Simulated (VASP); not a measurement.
# Ge2Sb2Te5 (P-3m1) in VASP: notebook

The runs below take Ge2Sb2Te5 through single point, with PBE.

Program: VASP 6.6.1. These are calculated values, not measurements. Logs are shortened: lines on timing, memory, paths and dates and some standing lists are left out, and cuts for length are marked.

**1. The cell of the first run**

The structure is trigonal, space group P-3m1 (No. 164). The conventional cell has a = 4.188 Å, b = 4.188 Å, c = 15.749 Å, α = 90.00°, β = 90.00°, γ = 120.00°. Within 3.6 Å of Ge (site symmetry 3m) lie 6 Te at 2.71 to 3.10 Å. Sb (site symmetry 3m) has 6 Te at 2.86 to 2.99 Å within 3.8 Å. Within 3.9 Å of Te (site symmetry -3m) lie 6 Sb at 2.99 Å. Within 3.8 Å of Te (site symmetry 3m) lie 3 Sb at 2.86 Å and 3 Ge at 3.10 Å. Within 3.8 Å of Te (site symmetry 3m) lie 3 Ge at 2.71 Å and 3 Te at 3.74 Å.

**2. Single point, PBE (26.58 Å³/atom)**

INCAR reads:

```
PREC = Accurate ; ENCUT = 520
EDIFF = 1E-6 ; ISMEAR = 0
SIGMA = 0.03 ; LREAL = F
LASPH = T ; NELM = 60
ALGO = Normal ; ISIF = 2
LWAVE = F ; LCHARG = F
GGA = PE ; NBANDS = 44
```

KPOINTS reads:

```
Automatic mesh
0
Gamma
  12 12 2
```

POSCAR reads:

```
Ge2Sb2Te5
1.0
    4.1882358006      0.0000000000      0.0000000000
   -2.0941179003      3.6271186003      0.0000000000
    0.0000000000      0.0000000000     15.7490230808
Ge Sb Te
2 2 5
Direct
    0.0000000000      0.0000000000      0.3313200918
    0.0000000000      0.0000000000      0.6686799082
    0.3333333333      0.6666666667      0.1120971408
    0.6666666667      0.3333333333      0.8879028592
    0.0000000000      0.0000000000      0.0000000000
    0.3333333333      0.6666666667      0.7914345914
    0.6666666667      0.3333333333      0.2085654086
    0.3333333333      0.6666666667      0.4096023866
    0.6666666667      0.3333333333      0.5903976134
```

Potentials or basis: VASP PAW PBE potentials, release 64 (Ge_d, Sb, Te).

Started as:

```
$ cat potpaw_PBE.64/Ge_d/POTCAR potpaw_PBE.64/Sb/POTCAR potpaw_PBE.64/Te/POTCAR > POTCAR
$ mpirun -np 1 vasp_std > vasp.out
```

OUTCAR:

```text
PREC = Accurate
   ENCUT = 520
   EDIFF = 1E-6
   ISMEAR = 0
   LREAL = F
   LASPH = T
   NELM = 60
   ISIF = 2
   GGA = PE

 ion  position               nearest neighbor table
   1  0.000  0.000  0.331-   8 2.71   8 2.71   8 2.71   7 3.10   7 3.10   7 3.10
   2  0.000  0.000  0.669-   9 2.71   9 2.71   9 2.71   6 3.10   6 3.10   6 3.10
   3  0.333  0.667  0.112-   7 2.86   7 2.86   7 2.86   5 2.99   5 2.99   5 2.99
   4  0.667  0.333  0.888-   6 2.86   6 2.86   6 2.86   5 2.99   5 2.99   5 2.99
   5  0.000  0.000  0.000-   3 2.99   4 2.99   3 2.99   4 2.99   4 2.99   3 2.99
   6  0.333  0.667  0.791-   4 2.86   4 2.86   4 2.86   2 3.10   2 3.10   2 3.10
   7  0.667  0.333  0.209-   3 2.86   3 2.86   3 2.86   1 3.10   1 3.10   1 3.10
   8  0.333  0.667  0.410-   1 2.71   1 2.71   1 2.71
   9  0.667  0.333  0.590-   2 2.71   2 2.71   2 2.71

  LATTYP: Found a hexagonal cell.
 ALAT       =     4.1882358006
 C/A-ratio  =     3.7603000000

  Lattice vectors:

 A1 = (   4.1882358006,   0.0000000000,   0.0000000000)
 A2 = (  -2.0941179003,   3.6271186003,   0.0000000000)
 A3 = (   0.0000000000,   0.0000000000,  15.7490230808)

Analysis of symmetry for initial positions (statically):
=====================================================================
 Subroutine PRICEL returns:
 Original cell was already a primitive cell.

 Routine SETGRP: Setting up the symmetry group for a
 hexagonal supercell.

 Subroutine GETGRP returns: Found 12 space group operations
 (whereof 12 operations were pure point group operations)
 out of a pool of 24 trial point group operations.

The static configuration has the point symmetry D_3d.

Analysis of symmetry for dynamics (positions and initial velocities):
=====================================================================
 Subroutine PRICEL returns:
 Original cell was already a primitive cell.

 Routine SETGRP: Setting up the symmetry group for a
 hexagonal supercell.

 Subroutine GETGRP returns: Found 12 space group operations
 (whereof 12 operations were pure point group operations)
 out of a pool of 24 trial point group operations.

The dynamic configuration has the point symmetry D_3d.

 Subroutine INISYM returns: Found 12 space group operations
 (whereof 12 operations are pure point group operations),
 and found     1 'primitive' translations

----------------------------------------------------------------------------------------

                                     Primitive cell

  volume of cell :     239.2470

  direct lattice vectors                    reciprocal lattice vectors
     4.188235801  0.000000000  0.000000000     0.238764016  0.137850469  0.000000000
    -2.094117900  3.627118600  0.000000000     0.000000000  0.275700938  0.000000000
     0.000000000  0.000000000 15.749023081     0.000000000  0.000000000  0.063496002

  length of vectors
     4.188235801  4.188235801 15.749023081     0.275700938  0.275700938  0.063496002

  position of ions in fractional coordinates (direct lattice)
     0.000000000  0.000000000  0.331320092
     0.000000000  0.000000000  0.668679908
     0.333333333  0.666666667  0.112097141
     0.666666667  0.333333333  0.887902859
     0.000000000  0.000000000  0.000000000
     0.333333333  0.666666667  0.791434591
     0.666666667  0.333333333  0.208565409
     0.333333333  0.666666667  0.409602387
     0.666666667  0.333333333  0.590397613

  ion indices of the primitive-cell ions
   primitive index   ion index
                 1           1
                 2           2
                 3           3
                 4           4
                 5           5
                 6           6
                 7           7
                 8           8
                 9           9

----------------------------------------------------------------------------------------

 KPOINTS: Automatic mesh

Automatic generation of k-mesh.
 Grid dimensions read from file:
 generate k-points for:   12   12    2

 Generating k-lattice:

  Cartesian coordinates                     Fractional coordinates (reciprocal lattice)
     0.019897001  0.011487539  0.000000000     0.083333333  0.000000000  0.000000000
     0.000000000  0.022975078  0.000000000     0.000000000  0.083333333  0.000000000
     0.000000000  0.000000000  0.031748001     0.000000000  0.000000000  0.500000000

  Length of vectors
     0.022975078  0.022975078  0.031748001

  Shift w.r.t. Gamma in fractional coordinates (k-lattice)
     0.000000000  0.000000000  0.000000000

 Subroutine IBZKPT returns following result:
 ===========================================

 Found     38 irreducible k-points:

 Following reciprocal coordinates:
            Coordinates               Weight
  0.000000  0.000000  0.000000      1.000000
  0.083333 -0.000000  0.000000      6.000000
  0.166667  0.000000  0.000000      6.000000
  0.250000  0.000000  0.000000      6.000000
  0.333333  0.000000  0.000000      6.000000
  0.416667  0.000000  0.000000      6.000000
[... 16 lines left out ...]
  0.250000  0.000000  0.500000      6.000000
  0.333333  0.000000  0.500000      6.000000
 [... further k-points ...]
   k-points           NKPTS =     38   k-points in BZ     NKDIM =     38   number of bands    NBANDS=     44
   number of dos      NEDOS =    301   number of ions     NIONS =      9
   total plane-waves  NPLWV = 122880
   dimension x,y,z NGX =    32 NGY =   32 NGZ =  120
   dimension x,y,z NGXF=    64 NGYF=   64 NGZF=  240
   ions per type =               2   2   5
   NGX,Y,Z   is equivalent  to a cutoff of  12.70, 12.70, 12.67 a.u.
   NGXF,Y,Z  is equivalent  to a cutoff of  25.40, 25.40, 25.33 a.u.
 SYSTEM =  unknown system
   PREC   = accura    normal or accurate (medium, high low for compatibility)
   ISTART =      0    job   : 0-new  1-cont  2-samecut
   ICHARG =      2    charge: 1-file 2-atom 10-const
   ISPIN  =      1    spin polarized calculation?
   LNONCOLLINEAR =      F non collinear calculations
   LSORBIT =      F    spin-orbit coupling
   LASPH  =      T    aspherical Exc in radial PAW
   ENCUT  =  520.0 eV  38.22 Ry    6.18 a.u.   7.79  7.79 29.28*2*pi/ulx,y,z
   NELM   =     60;   NELMIN=  2; NELMDL= -5     # of ELM steps
   EDIFF  = 0.1E-05   stopping-criterion for ELM
   LREAL  =      F    real-space projection
   EDIFFG = 0.1E-04   stopping-criterion for IOM
   NSW    =      0    number of steps for IOM
   IBRION =     -1    ionic relax: 0-MD 1-quasi-New 2-CG
   NFREE  =      0    steps in history (QN), initial steepest desc. (CG)
   ISIF   =      2    stress and relaxation
   ISYM   =      2    0-nonsym 1-usesym 2-fastsym
   POTIM  = 0.5000    time-step for ionic-motion
   TEBEG  =    0.0;   TEEND  =   0.0 temperature during run
   PSTRESS=    0.0 pullay stress
   NELECT =      68.0000    total number of electrons
   NUPDOWN=      -1.0000    fix difference up-down
   EMIN   =  10.00;   EMAX   =-10.00  energy-range for DOS
   EFERMI =   0.00;   METHOD = LEGACY
   ISMEAR =     0;   SIGMA  =   0.03  broadening in eV -4-tet -1-fermi 0-gaus
   EFERMI_NEDOS =   21; number of points for ismear=-14 and -15
   IALGO  =     38    algorithm
   IMIX   =      4    mixing-type and parameters
     AMIX     =   0.40;   BMIX     =  1.00
     AMIX_MAG =   1.60;   BMIX_MAG =  1.00
  volume/ion in A,a.u.               =      26.58       179.39
  Fermi-wavevector in a.u.,A,eV,Ry     =   1.076372  2.034048 15.763386  1.158576
  Thomas-Fermi vector in A             =   2.212254
   LORBIT       =      0    0 simple, 1 ext, 2 COOP (PROOUT), +10 PAW based schemes
   GGA     = PE    functional components
   LHFCALC =     F    Hartree Fock is set to
   AEXX    =    0.0000 exact exchange contribution
   IVDW    =     0    specifies the selected vdW correction
   LEPSILON=     F    determine dielectric tensor
   LRPA    =     F    only Hartree local field effects (RPA)
 non-spin polarized calculation
 Gauss-broadening in eV      SIGMA  =   0.03
  energy-cutoff  :      520.00
  volume of cell :      239.25
 maximum number of plane-waves:      6466
 NGX is ok and might be reduce to    32
   NGX = 15   NGY = 15   NGZ = 59

 number of electron      67.9999987 magnetization

 Free energy of the ion-electron system (eV)
  ---------------------------------------------------
  ext. energy  EPLUGINS =         0.00000000
  ---------------------------------------------------
  free energy    TOTEN  =       -32.26833976 eV

  energy without entropy =      -32.26762325  energy(sigma->0) =      -32.26798150

 E-fermi :   7.8022     XC(G=0):  -9.9847

 val. band max:        7.7831112965   @ k =   0.0833  -0.0000   0.5000
 cond. band min:       7.8050668712   @ k =   0.2500   0.0000   0.5000
 fundamental gap:      0.0219555748
 Fermi energy:         7.8022240195

 k-point     1 :       0.0000    0.0000    0.0000
  band No.  band energies     occupation
      1     -16.9665      2.00000
      2     -16.9665      2.00000
      3     -16.9665      2.00000
      4     -16.9665      2.00000
      5     -16.9477      2.00000
      6     -16.9477      2.00000
[... 36 lines left out ...]
     43       9.7596      0.00000
     44      10.1427      0.00000

 k-point     2 :       0.0833   -0.0000    0.0000
  band No.  band energies     occupation
      1     -16.9667      2.00000
      2     -16.9667      2.00000
      3     -16.9662      2.00000
      4     -16.9662      2.00000
      5     -16.9479      2.00000
      6     -16.9478      2.00000
[... 36 lines left out ...]
     43      10.3025      0.00000
     44      10.3621      0.00000

 k-point     3 :       0.1667    0.0000    0.0000
  band No.  band energies     occupation
      1     -16.9674      2.00000
      2     -16.9674      2.00000
      3     -16.9656      2.00000
      4     -16.9656      2.00000
      5     -16.9482      2.00000
      6     -16.9482      2.00000
[... 976 lines left out ...]
     43      11.0256      0.00000
     44      11.0945      0.00000

 k-point    24 :       0.3333    0.0000    0.5000
  band No.  band energies     occupation
      1     -16.9694      2.00000
      2     -16.9694      2.00000
      3     -16.9641      2.00000
      4     -16.9641      2.00000
      5     -16.9490      2.00000
      6     -16.9490      2.00000
[... 36 lines left out ...]
     43      11.5347      0.00000
     44      11.9989      0.00000

 [... further k-points ...]

------------------------ aborting loop because EDIFF is reached ----------------------------------------

  FORCE on cell =-STRESS in cart. coord.  units (eV):
  Direction    XX          YY          ZZ          XY          YZ          ZX
  --------------------------------------------------------------------------------------
  -------------------------------------------------------------------------------------
  Total       15.5391283     15.5391283     19.3597284     -0.0000000      0.0000000     -0.0000000
  in kB      104.0616561    104.0616561    129.6472595     -0.0000000      0.0000000     -0.0000000
  external PRESSURE =     112.5901906 kB  Pullay stress =       0.0000000 kB

 VOLUME and BASIS-vectors are now :
 -----------------------------------------------------------------------------
  energy-cutoff  :      520.00
  volume of cell :      239.25
      direct lattice vectors                 reciprocal lattice vectors
     4.188235801  0.000000000  0.000000000     0.238764016  0.137850469  0.000000000
    -2.094117900  3.627118600  0.000000000     0.000000000  0.275700938  0.000000000
     0.000000000  0.000000000 15.749023081     0.000000000  0.000000000  0.063496002

 POSITION                                       TOTAL-FORCE (eV/Angst)
 -----------------------------------------------------------------------------------
      0.00000      0.00000      5.21797        -0.000000     -0.000000     -0.737800
      0.00000      0.00000     10.53106         0.000000      0.000000      0.737800
     -0.00000      2.41808      1.76542        -0.000000      0.000000     -0.434573
      2.09412      1.20904     13.98360        -0.000000     -0.000000      0.434573
      0.00000      0.00000      0.00000        -0.000000      0.000000     -0.000000
     -0.00000      2.41808     12.46432         0.000000     -0.000000     -1.340913
      2.09412      1.20904      3.28470        -0.000000      0.000000      1.340913
     -0.00000      2.41808      6.45084        -0.000000     -0.000000      1.311629
      2.09412      1.20904      9.29819         0.000000      0.000000     -1.311629
 -----------------------------------------------------------------------------------
    total drift:                               -0.000000     -0.000000      0.000000

  FREE ENERGIE OF THE ION-ELECTRON SYSTEM (eV)
  ---------------------------------------------------
  free  energy   TOTEN  =       -32.2683397556 eV

  energy  without entropy=      -32.2676232481  energy(sigma->0) =      -32.26798150
```

It took 11 min on 1 thread of Intel Xeon 8259CL, shared host; peak memory 0.57 GiB.

What came out:

```
Free energy            : -32.2683 eV
Pressure               : 11.3 GPa
Largest force          : 1.341 eV/Å
Band gap on the k mesh : zero (bands 34 and 35 overlap by 0.25 eV)
```

Forces on the atoms (eV/Å):
```
Ge   0.000  0.000 -0.738
Ge   0.000  0.000  0.738
Sb   0.000  0.000 -0.435
Sb   0.000  0.000  0.435
Te   0.000  0.000  0.000
Te   0.000  0.000 -1.341
Te   0.000  0.000  1.341
Te   0.000  0.000  1.312
Te   0.000  0.000 -1.312
```

Caveat: the cell stands under pressure; spin-orbit coupling is left out, which moves the levels of the heavy elements; forces of over 1 eV/Å act on the atoms, so gaps and moduli don't describe the material at rest.

**3. Single point, PBE (26.58 Å³/atom)**

INCAR reads:

```
ALGO     = Normal         # electronic algorithm
EDIFF    = 1E-7           # SCF threshold, eV
ENCUT    = 520            # plane-wave cutoff, eV
GGA      = PE             # functional
ISIF     = 2              # what is computed and relaxed
ISMEAR   = 0              # smearing method
LASPH    = True           # aspherical terms in the spheres
LCHARG   = False          # write CHGCAR
LREAL    = False          # projectors in reciprocal space
LWAVE    = False          # write WAVECAR
NBANDS   = 44             # bands
NELM     = 80             # most SCF steps
PREC     = Accurate       # precision mode
SIGMA    = 0.03           # smearing width, eV
```

KPOINTS reads:

```
k-points
0
Gamma
  12 12 2
```

Changes to POSCAR since step 2:

```diff
@@ -2,5 +2,5 @@
 1.0
-    4.1882358006      0.0000000000      0.0000000000
-   -2.0941179003      3.6271186003      0.0000000000
-    0.0000000000      0.0000000000     15.7490230808
+    4.0222432903      0.0000000000      0.0000000000
+   -2.0111216451      3.4833648696      0.0000000000
+    0.0000000000      0.0000000000     17.0757267796
 Ge Sb Te
```

Potentials or basis: VASP PAW PBE potentials, release 64 (Ge_d, Sb, Te).

Started as:

```
$ cat potpaw_PBE.64/Ge_d/POTCAR potpaw_PBE.64/Sb/POTCAR potpaw_PBE.64/Te/POTCAR > POTCAR
$ mpirun -np 1 vasp_std > vasp.out
```

Wall time 17 min (1 thread of Intel Xeon 8259CL, shared host); peak memory 0.56 GiB.

It converged, with:

```yaml
Free_energy: -32.4038 eV
Pressure: 11.9 GPa
Largest_force: 1.402 eV/Å
Band_gap_on_the_k_mesh: zero (bands 34 and 35 overlap by 0.05 eV)
```

Forces in eV/Å, atoms in the order of the input:
```
Ge   0.000  0.000 -0.913
Ge   0.000  0.000  0.913
Sb   0.000  0.000 -0.547
Sb   0.000  0.000  0.547
Te   0.000  0.000  0.000
Te   0.000  0.000 -1.402
Te   0.000  0.000  1.402
Te   0.000  0.000  1.206
Te   0.000  0.000 -1.206
```

Stress tensor (GPa, compression positive):
```
12.07  0.00  0.00
 0.00 12.07  0.00
 0.00  0.00 11.50
```

Levels at points of the mesh, in eV from the Fermi level:
```
           k point  band 30  band 31  band 32  band 33  band 34  band 35  band 36  band 37  band 38  band 39
(0.00, 0.00, 0.00)    -1.80    -1.80    -1.05    -0.90    -0.02    -0.02     0.02     0.20     1.00     1.00
(0.50, 0.00, 0.00)    -3.10    -2.47    -2.21    -1.55    -1.26     0.19     0.34     0.63     1.14     1.38
(0.00, 0.00, 0.50)    -1.85    -1.62    -1.61    -0.75     0.00     0.00     0.01     0.20     0.91     0.91
(0.50, 0.00, 0.50)    -3.07    -2.49    -2.27    -2.13    -0.77    -0.04     0.50     0.87     1.25     1.30
```

Caveat: the cell stands under pressure; spin-orbit coupling is left out, which moves the levels of the heavy elements; this functional lacks dispersion, which binds the layers, so the pressure and a relaxed spacing across them are unreliable; forces of over 1 eV/Å act on the atoms, so gaps and moduli don't describe the material at rest.

**4. Single point, PBE (26.58 Å³/atom)**

INCAR reads:

```
  PREC = Accurate
  ENCUT = 520
  EDIFF = 1E-7
  ISMEAR = 0
  SIGMA = 0.03
  LREAL = F
  LASPH = T
  NELM = 100
  ALGO = Normal
  ISIF = 2
  LWAVE = F
  LCHARG = T
  GGA = PE
  LELF = T
  LVHAR = T
  NBANDS = 44
```

KPOINTS reads:

```
regular mesh
0
Gamma
  12 12 2
```

Changes to POSCAR since step 3:

```diff
@@ -2,5 +2,5 @@
 1.0
-    4.0222432903      0.0000000000      0.0000000000
-   -2.0111216451      3.4833648696      0.0000000000
-    0.0000000000      0.0000000000     17.0757267796
+    3.8628321177      0.0000000000      0.0000000000
+   -1.9314160588      3.3453107445      0.0000000000
+    0.0000000000      0.0000000000     18.5141680570
 Ge Sb Te
```

Started as:

```
$ cat potpaw_PBE.64/Ge_d/POTCAR potpaw_PBE.64/Sb/POTCAR potpaw_PBE.64/Te/POTCAR > POTCAR
$ mpirun -np 1 vasp_std > vasp.out
```

Wall time 5.3 min (1 thread of Intel Xeon 6975P-C (Granite Rapids), shared host); peak memory 0.56 GiB.

The run converged. Its results:

```
Free energy            : -32.1468 eV
Pressure               : 11.6 GPa
Largest force          : 1.282 eV/Å
Band gap on the k mesh : zero (bands 34 and 35 overlap by 1.12 eV)
```

Forces on the atoms (eV/Å):
```
Ge   0.000  0.000 -0.938
Ge   0.000  0.000  0.938
Sb   0.000  0.000 -0.736
Sb   0.000  0.000  0.736
Te   0.000  0.000  0.000
Te   0.000  0.000 -1.282
Te   0.000  0.000  1.282
Te   0.000  0.000  1.100
Te   0.000  0.000 -1.100
```

Stress tensor (GPa, compression positive):
```
12.84  0.00  0.00
 0.00 12.84  0.00
 0.00  0.00  9.01
```

Levels at points of the mesh, in eV from the Fermi level:
| k point | band 31 | band 32 | band 33 | band 34 | band 35 | band 36 | band 37 | band 38 |
| --- | --- | --- | --- | --- | --- | --- | --- | --- |
| (0.00, 0.00, 0.00) | -0.79 | -0.35 | -0.34 | 0.84 | 0.92 | 0.92 | 1.15 | 1.74 |
| (0.50, 0.00, 0.00) | -2.67 | -1.61 | -1.53 | -1.15 | -0.28 | 0.61 | 1.01 | 1.52 |
| (0.00, 0.00, 0.50) | -0.80 | -0.80 | 0.32 | 0.65 | 0.94 | 0.94 | 1.18 | 1.68 |
| (0.50, 0.00, 0.50) | -2.39 | -2.27 | -1.58 | -0.70 | 0.10 | 0.38 | 0.95 | 1.36 |

Caveat: the cell stands under pressure; spin-orbit coupling is left out, which moves the levels of the heavy elements; this functional lacks dispersion, which binds the layers, so the pressure and a relaxed spacing across them are unreliable; forces of over 1 eV/Å act on the atoms, so gaps and moduli don't describe the material at rest.

**5. Overview**

```csv
cell,gap on the mesh (eV),pressure (GPa),largest force (eV/Å)
"a = 4.188, b = 4.188, c = 15.749 Å, angles 90.0, 90.0, 120.0°, 9 atoms",none,11.3,1.34
"a = 4.022, b = 4.022, c = 17.076 Å, angles 90.0, 90.0, 120.0°, 9 atoms",none,11.9,1.40
"a = 3.863, b = 3.863, c = 18.514 Å, angles 90.0, 90.0, 120.0°, 9 atoms",none,11.6,1.28
```

Alike in all rows: task single point; level PBE; potentials or basis VASP PAW PBE potentials, release 64 (Ge_d, Sb, Te); no spin polarisation; k mesh 12 × 12 × 2; cutoff (eV) 520; smearing gaussian 0.03 eV.

Caveats: the cell stands under pressure; spin-orbit coupling is left out, which moves the levels of the heavy elements; forces of over 1 eV/Å act on the atoms, so gaps and moduli don't describe the material at rest; this functional lacks dispersion, which binds the layers, so the pressure and a relaxed spacing across them are unreliable (at least some runs).

Total energies depend on the potentials used, so only differences within one code and one set of settings carry meaning.
